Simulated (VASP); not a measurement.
Set up this calculation in VASP 6.6.1, as the native input.

* Task: single point
* Functional: PBE
* Potentials or basis: VASP PAW PBE potentials, release 64 (W_sv, C)
* Cutoff: 520 eV
* k mesh: 10 × 10 × 10
* Occupations: gaussian, width 0.011 eV
* Spin: no spin polarisation
* Dipole correction: no
* Further INCAR settings: ALGO = Normal; EDIFF = 1e-06; NBANDS = 16

The structure of WC lies in POSCAR:

```
WC
1.0
    0.0000000000      2.1926840000      2.1926840000
    2.1926840000      0.0000000000      2.1926840000
    2.1926840000      2.1926840000      0.0000000000
W C
1 1
Direct
    0.0000000000      0.0000000000      0.0000000000
    0.5000000000      0.5000000000      0.5000000000
```

The input as run:

INCAR

```
SYSTEM = WC
ALGO = Normal
EDIFF = 1E-6
ENCUT = 520
GGA = PE
ISIF = 2
ISMEAR = 0
LASPH = .TRUE.
LCHARG = .FALSE.
LREAL = .FALSE.
LWAVE = .FALSE.
NBANDS = 16
NELM = 80
PREC = Accurate
SIGMA = 0.011
```

KPOINTS

```
k-points
0
G
  10 10 10
  0 0 0
```

Potentials or basis: VASP PAW PBE potentials, release 64 (W_sv, C).

Run with:

```console
$ cat potpaw_PBE.64/W_sv/POTCAR potpaw_PBE.64/C/POTCAR > POTCAR
$ mpirun -np 1 vasp_std > vasp.out
```

It gave:

- Pressure: -0.7 GPa
- Band gap on the k mesh: zero (band 9 reaches 13.45 eV, above the bottom of band 10 at 10.27 eV)

Caveat: spin-orbit coupling is left out, which moves the levels of the heavy elements.

Run time: 16 s on 1 thread of Intel Xeon 8259CL, with other jobs on the host, peak memory 0.15 GiB.
